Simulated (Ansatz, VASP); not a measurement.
**Be3Ag in VASP and in Ansatz**

```
Be Ag
1.0
     2.60803    0.00000    0.00000
    -1.30401    2.25862    0.00000
     0.00000    0.00000    7.51696
Be Ag
3 1
Direct
  0.00000 0.00000 0.50000
  0.66667 0.33333 0.27397
  0.66667 0.33333 0.72603
  0.00000 0.00000 0.00000
```

Alike in both runs: functional PBEsol; k mesh 18 × 18 × 6; occupations fermi-dirac, width 0.15 eV; no spin polarisation.

Ansatz relaxed the structure, and its values are those at the end. VASP's run is a single point on that final structure, the one shown.

|  | VASP | Ansatz |
| --- | --- | --- |
| version | VASP 6.6.1 | Ansatz 0.2.0 |
| potentials or method | VASP PAW PBE potentials, release 64 (Be, Ag_sv_GW), cutoff 630 eV | scalar-relativistic, plane waves, PAW |
| valence electrons in the cell | 25 | 25 |

|  | VASP | Ansatz | Ansatz less VASP |
| --- | --- | --- | --- |
| gap on the k mesh at the Fermi level (eV) | none | none | - |
| pressure (GPa) | 0.0 | 0.0 | -0.05 |
| rms of the force components (eV/Å) | 0.004 | 0.000 | -0.0036 |

VASP's potentials were made for PBE, not for PBEsol. A gap of «none» marks a metal or a gap that the smearing closes. With one functional, cell and mesh, what is left measures potentials, basis and numerics.
